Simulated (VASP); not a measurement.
Set up this calculation in VASP 6.6.1, as the native input.

```
Task                   : single point
Functional             : PBEsol
Potentials or basis    : VASP PAW PBE potentials, release 64 (Ir)
Cutoff                 : 520 eV
k mesh                 : 9 × 9 × 5
Occupations            : fermi-dirac, width 0.05 eV
Spin                   : no spin polarisation
Dipole correction      : no
Further INCAR settings : ALGO = Normal; EDIFF = 1e-06; NBANDS = 16
```

The structure of Ir lies in POSCAR:

```
Ir
1.0
    2.7513778946      0.0000000000      0.0000000000
   -1.3756889473      2.3827631521      0.0000000000
    0.0000000000      0.0000000000      4.4176671000
Ir
2
Direct
    0.3333333333      0.6666666667      0.2500000000
    0.6666666667      0.3333333333      0.7500000000
```

One way to write it, as run:

INCAR

```
SYSTEM = Ir
PREC = Accurate ; ENCUT = 520
EDIFF = 1E-6 ; ISMEAR = -1
SIGMA = 0.05 ; LREAL = .FALSE.
LASPH = .TRUE. ; NELM = 100
ALGO = Normal ; ISIF = 2
LWAVE = .FALSE. ; LCHARG = .FALSE.
GGA = PS ; NBANDS = 16
```

KPOINTS

```
regular mesh
0
G
  9 9 5
  0 0 0
```

Potentials or basis: VASP PAW PBE potentials, release 64 (Ir).

Command:

```bash
$ cat potpaw_PBE.64/Ir/POTCAR > POTCAR
$ mpirun -np 1 vasp_std > vasp.out
```

It gave:

- Pressure: -8.4 GPa
- Band gap on the k mesh: zero (band 9 reaches 10.81 eV, above the bottom of band 10 at 7.87 eV)

Caveat: the PAW data sets were made with another functional, which shifts forces and pressure a little; spin-orbit coupling is left out, which moves the levels of the heavy elements.

Run time: 5.8 s on 1 thread of Intel(R) Xeon(R) 6975P-C (Granite Rapids), with other jobs on the host, peak memory 0.15 GiB.
